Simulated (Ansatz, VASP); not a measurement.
**BAs: VASP beside Ansatz**

The input INCAR:

```
ALGO     = Normal         # electronic algorithm
EDIFF    = 1E-7           # SCF threshold, eV
ENCUT    = 520            # plane-wave cutoff, eV
GGA      = PE             # functional
ISIF     = 2              # what is computed and relaxed
ISMEAR   = 0              # smearing method
LASPH    = True           # aspherical terms in the spheres
LCHARG   = True           # write CHGCAR
LELF     = True           # ELF
LREAL    = False          # projectors in reciprocal space
LVHAR    = True         
LWAVE    = False          # write WAVECAR
NBANDS   = 11             # bands
NELM     = 60             # most SCF steps
PREC     = Accurate       # precision mode
SIGMA    = 0.05           # smearing width, eV
```

File KPOINTS:

```
k-points
0
Gamma
  12 12 12
```

The input POSCAR:

```
BAs
1.0
    0.0000000000      2.5382579788      2.1575192820
    2.5382579788      0.0000000000      2.1575192820
    2.5382579788      2.5382579788      0.0000000000
B As
1 1
Direct
    0.0000000000      0.0000000000      0.0000000000
    0.7500000000      0.7500000000      0.7500000000
```

Input for Ansatz:

```yaml
crystal:
  lattice:
    - [0.0, 2.5382579788, 2.157519282]
    - [2.5382579788, 0.0, 2.157519282]
    - [2.5382579788, 2.5382579788, 0.0]
  atoms:
    - { symbol: B, position: [0.0, 0.0, 0.0] }
    - { symbol: As, position: [0.75, 0.75, 0.75] }
basis:
  ecutwfc: 420
kpoints:
  mp_grid: { grid: [12, 12, 12] }
hamiltonian:
  xc: pbe
scf:
  occupations: { method: gaussian, width: 0.05 }
output:
  forces: true
  stress: true
  eigenvalues: true
```

Alike in both runs: task single point; functional PBE; k mesh 12 × 12 × 12; occupations gaussian, width 0.05 eV; no spin polarisation.

|  | VASP | Ansatz |
| --- | --- | --- |
| version | VASP 6.6.1 | Ansatz 0.2.0 |
| potentials or method | VASP PAW PBE potentials, release 64 (B, As), cutoff 520 eV | scalar-relativistic, plane waves, PAW |
| valence electrons in the cell | 8 | 18 |

```tsv
	VASP	Ansatz	Ansatz less VASP
gap on the k mesh at the Fermi level (eV)	none	none	-
pressure (GPa)	0.1	-0.4	-0.56
traceless stress, the component that is largest in VASP (GPa)	15.81	15.93	+0.117
```

A gap of «none» marks a metal or a gap that the smearing closes. The functional is the same, so the differences come from potentials, cutoffs and numerics. VASP's potentials hold 8 valence electrons a cell and Ansatz's 18, so a difference there can come from the potentials and not from the codes.
